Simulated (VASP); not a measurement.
A run of VASP 6.6.1 is set up as follows.

INCAR

```
ALGO     = Normal         # electronic algorithm
DIPOL    = 0.5 0.5 0.358
EDIFF    = 1E-6           # SCF threshold, eV
ENCUT    = 520            # plane-wave cutoff, eV
GGA      = PE             # functional
IDIPOL   = 3            
ISIF     = 2              # what is computed and relaxed
ISMEAR   = 0              # smearing method
LASPH    = True           # aspherical terms in the spheres
LCHARG   = False          # write CHGCAR
LDIPOL   = True         
LREAL    = False          # projectors in reciprocal space
LWAVE    = False          # write WAVECAR
NBANDS   = 30             # bands
NELM     = 100            # most SCF steps
PREC     = Accurate       # precision mode
SIGMA    = 0.1            # smearing width, eV
```

The input KPOINTS:

```
k-points
0
Gamma
  9 9 1
```

POSCAR

```
Nb3N
1.0
    2.9829001615      0.0000000000      0.0000000000
    0.0000000000      2.9829001615      0.0000000000
    0.0000000000      0.0000000000     19.7446861459
Nb N
3 1
Direct
    0.5000000000      0.5000000000      0.2025861526
    0.0000000000      0.0000000000      0.3100743693
    0.5000000000      0.5000000000      0.4175648114
    0.5000000000      0.5000000000      0.5033303635
```

Potentials or basis: VASP PAW PBE potentials, release 64 (Nb_sv, N).

Launch:

```console
$ cat potpaw_PBE.64/Nb_sv/POTCAR potpaw_PBE.64/N/POTCAR > POTCAR
$ mpirun -np 1 vasp_std > vasp.out
```

Question: Estimate the largest force.

Answer: 0.943 eV/Å.

Question: What does it give for the band gap on the k mesh?

Answer: Zero (bands 22 and 23 overlap by 0.44 eV).

Forces on the atoms (eV/Å):
```
Nb   0.000  0.000  0.218
Nb   0.000  0.000 -0.943
Nb   0.000  0.000  0.603
N    0.000  0.000  0.121
```
